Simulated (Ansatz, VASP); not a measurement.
V: VASP beside Ansatz

The input INCAR:

```
ALGO = Normal
EDIFF = 1E-6
ENCUT = 520
GGA = PE
GGA_COMPAT = False
ISIF = 2
ISMEAR = -1
LASPH = True
LCHARG = False
LMAXMIX = 4
LORBIT = 11
LORBMOM = True
LREAL = False
LSORBIT = True
LWAVE = False
MAGMOM = 0 0 1.5 0 0 1.5
NBANDS = 38
NELM = 150
PREC = Accurate
SIGMA = 0.08
```

KPOINTS

```
k-points
0
Gamma
  10 10 10
```

Contents of POSCAR:

```
V
1.0
    0.0000000000      2.7334772468      2.7334772468
    2.7334772468      0.0000000000      2.7334772468
    2.7334772468      2.7334772468      0.0000000000
V
2
Direct
    0.0000000000      0.0000000000      0.0000000000
    0.2500000000      0.2500000000      0.2500000000
```

Input for Ansatz:

```yaml
crystal:
  lattice:
    - [0.0, 2.7334772468, 2.7334772468]
    - [2.7334772468, 0.0, 2.7334772468]
    - [2.7334772468, 2.7334772468, 0.0]
  atoms:
    - { symbol: V, position: [0.0, 0.0, 0.0], spin: 1.5 }
    - { symbol: V, position: [0.25, 0.25, 0.25], spin: 1.5 }
magnetization:
  noncollinear: true
  spin_orbit: true
kpoints:
  mp_grid: { grid: [10, 10, 10] }
  band_path:
    path:
      - [0.0, 0.0, 0.0]
      - [0.5, 0.0, 0.5]
      - [0.625, 0.25, 0.625]
      - [0.375, 0.375, 0.75]
      - [0.0, 0.0, 0.0]
      - [0.5, 0.5, 0.5]
      - [0.5, 0.25, 0.75]
      - [0.5, 0.0, 0.5]
    npoints: 5
scf:
  occupations: { method: fermi_dirac, width: 0.08 }
hamiltonian:
  xc: pbe
  pseudopotentials: { kind: all_electron, lapw: { basis_error: 0.001 } }
output:
  forces: true
  stress: true
  eigenvalues: true
```

Alike in both runs: task single point; functional PBE; k mesh 10 × 10 × 10; occupations fermi-dirac, width 0.08 eV; non-collinear spin, spin-orbit coupling.

|  | VASP | Ansatz |
| --- | --- | --- |
| version | VASP 6.6.1 | Ansatz 0.2.0 |
| potentials or method | VASP PAW PBE potentials, release 64 (V_sv), cutoff 520 eV | all-electron LAPW |

|  | VASP | Ansatz | Ansatz less VASP |
| --- | --- | --- | --- |
| pressure (GPa) | 0.3 | 0.0 | -0.27 |
| net moment per atom (μB) | 1.87 | 1.87 | -0.005 |

Ansatz ran all-electron here, and VASP with PAW potentials. Ansatz's warnings: stability check not made.
